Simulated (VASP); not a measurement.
**SnTe (zincblende type): single point with PBEsol**

The system is SnTe (zincblende type).

```
CELL_PARAMETERS angstrom
0.00000 3.38992 3.38992
3.38992 0.00000 3.38992
3.38992 3.38992 0.00000
ATOMIC_POSITIONS crystal
Sn 0.00000 0.00000 0.00000
Te 0.25000 0.25000 0.25000
```

```yaml
Program: VASP 6.6.1
Task: single point
Functional: PBEsol
Potentials_or_basis: VASP PAW PBE potentials, release 64 (Sn_d, Te)
Cutoff: 520 eV
k_mesh: 12 × 12 × 12
Occupations: gaussian, width 0.001 eV
Spin: no spin polarisation
Dipole_correction: no
Further_INCAR_settings: ALGO = Normal; EDIFF = 1e-07; NBANDS = 17
```

| Property | Result |
| --- | --- |
| Pressure | 4.2 GPa |
| Band gap on the k mesh | zero (band 10 reaches 5.10 eV, above the bottom of band 11 at 4.46 eV) |

Levels at points of the mesh, in eV from the Fermi level:
| k point | band 8 | band 9 | band 10 | band 11 | band 12 | band 13 |
| --- | --- | --- | --- | --- | --- | --- |
| (0.00, 0.00, 0.00) | -2.42 | -2.42 | -2.42 | 0.82 | 0.82 | 0.82 |
| (0.50, 0.00, 0.00) | -3.10 | -3.10 | -2.28 | 1.72 | 1.72 | 4.04 |
| (0.50, 0.50, 0.00) | -3.96 | -3.96 | -0.86 | -0.35 | 4.62 | 4.62 |

Wall time 32 s on 1 thread of Intel(R) Xeon(R) 6975P-C (Granite Rapids), on a shared host, peak memory 0.26 GiB.

Caveat: the PAW data sets were made with another functional, which shifts forces and pressure a little; spin-orbit coupling is left out, which moves the levels of the heavy elements.
